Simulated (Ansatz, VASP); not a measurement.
Si: VASP beside Ansatz

File INCAR:

```
SYSTEM = Si
ALGO = Normal
EDIFF = 1E-8
ENCUT = 520
GGA = PE
ISIF = 2
ISMEAR = -1
LASPH = .True.
LCHARG = .False.
LEFG = .True.
LREAL = .False.
LWAVE = .False.
NBANDS = 11
NELM = 60
PREC = Accurate
SIGMA = 0.08
```

KPOINTS

```
k-points
0
Gamma
  11 11 11
  0 0 0
```

POSCAR

```
Si
1.0
    0.0000000000      2.6600366906      2.6600366906
    2.6600366906      0.0000000000      2.6600366906
    2.6600366906      2.6600366906      0.0000000000
Si
2
Direct
    0.5000000000      0.5000000000      0.5000000000
    0.7500000000      0.7500000000      0.7500000000
```

Input for Ansatz:

```yaml
crystal:
  lattice:
    - [0.0, 2.6600366906, 2.6600366906]
    - [2.6600366906, 0.0, 2.6600366906]
    - [2.6600366906, 2.6600366906, 0.0]
  atoms:
    - { symbol: Si, position: [0.5, 0.5, 0.5] }
    - { symbol: Si, position: [0.75, 0.75, 0.75] }
kpoints:
  mp_grid: { grid: [11, 11, 11] }
scf:
  occupations: { method: fermi_dirac, width: 0.08 }
hamiltonian:
  xc: pbe
  pseudopotentials: { kind: all_electron, datasets: crystal }
output:
  forces: true
  stress: true
  eigenvalues: true
  efg: { contact_densities: true }
```

Change from the starting cell: volume scaled by 0.94, crystal datasets.

Alike in both runs: task electric field gradients; functional PBE; k mesh 11 × 11 × 11; occupations fermi-dirac, width 0.08 eV; no spin polarisation.

|  | VASP | Ansatz |
| --- | --- | --- |
| version | VASP 6.6.1 | Ansatz 0.2.0 |
| potentials or method | VASP PAW PBE potentials, release 64 (Si), cutoff 520 eV | all-electron PAW with datasets made for the crystal, scalar-relativistic |

|  | VASP | Ansatz | Ansatz less VASP |
| --- | --- | --- | --- |
| pressure (GPa) | 8.8 | 8.8 | +0.03 |

Ansatz ran all-electron here, and VASP with PAW potentials.
